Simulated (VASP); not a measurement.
Input of a VASP 6.6.1 run:

Contents of INCAR:

```
PREC = Accurate
ENCUT = 520
EDIFF = 1E-8
ISMEAR = 0
SIGMA = 0.01
LREAL = F
LASPH = T
NELM = 100
ALGO = Normal
ISIF = 2
LWAVE = F
LCHARG = F
GGA = PE
LEFG = T
NBANDS = 33
```

Contents of KPOINTS:

```
regular mesh
0
Gamma
  10 10 10
```

File POSCAR:

```
TiO2
1.0
   -1.8994099378      1.8994099378      4.8502437652
    1.8994099378     -1.8994099378      4.8502437652
    1.8994099378      1.8994099378     -4.8502437652
Ti O
2 4
Direct
    0.0000000000      0.0000000000      0.0000000000
    0.7500000000      0.2500000000      0.5000000000
    0.2064546375      0.2064546375      0.0000000000
    0.9564546375      0.4564546375      0.5000000000
    0.5435453625      0.0435453625      0.5000000000
    0.7935453625      0.7935453625      0.0000000000
```

Potentials or basis: VASP PAW PBE potentials, release 64 (Ti_sv, O).

Run with:

```console
$ cat potpaw_PBE.64/Ti_sv/POTCAR potpaw_PBE.64/O/POTCAR > POTCAR
$ mpirun -np 1 vasp_std > vasp.out
```

What does it give for the largest force?

0.018 eV/Å.

What does it give for the band gap on the k mesh?

2.11 eV, indirect (least direct gap 2.41 eV).

What does it give for the pressure?

0.7 GPa.

Forces in eV/Å, atoms in the order of the input:
```
Ti   0.000  0.000  0.000
Ti   0.000  0.000  0.000
O    0.000  0.000  0.018
O    0.000  0.000  0.018
O    0.000  0.000 -0.018
O    0.000  0.000 -0.018
```

Caveat: without QUAD_EFG the Cq values of the log hold for a quadrupole moment of 1 mb, not for the nuclei. A k mesh can miss the band edges.
